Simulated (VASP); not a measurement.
Runs of VASP 6.6.1 on GaP. The structure is that of space group F-43m (No. 216), or close to it. The cells are those of the table. 

```tsv
task	cell	cutoff (eV)	smearing	gap on the mesh (eV)	pressure (GPa)
relaxation of cell and atoms	relaxed to 6 GPa from a = 3.893 Å, angles 60.0°, 2 atoms	500	gaussian 0.01 eV	1.57	6.0
single point	a = 3.813 Å, angles 60.0°, 2 atoms	520	gaussian 0.02 eV	(a)	5.5
single point	a = 3.704 Å, angles 60.0°, 2 atoms	520	gaussian 0.01 eV	(b)	15.8
single point	a = 3.672 Å, angles 60.0°, 2 atoms	520	gaussian 0.01 eV	1.31	19.8
```

Alike in all rows: level PBE; potentials or basis VASP PAW PBE potentials, release 64 (Ga_d, P); no spin polarisation; k mesh 8 × 8 × 8.

Question: Fill in the values left out.

Answer: (a) 1.59; (b) 1.38.

Caveats: the cell is relaxed towards a set pressure, so the enthalpy falls and the energy may rise (some runs).

A k mesh can miss the band edges, and the runs leave out spin-orbit coupling on Ga.
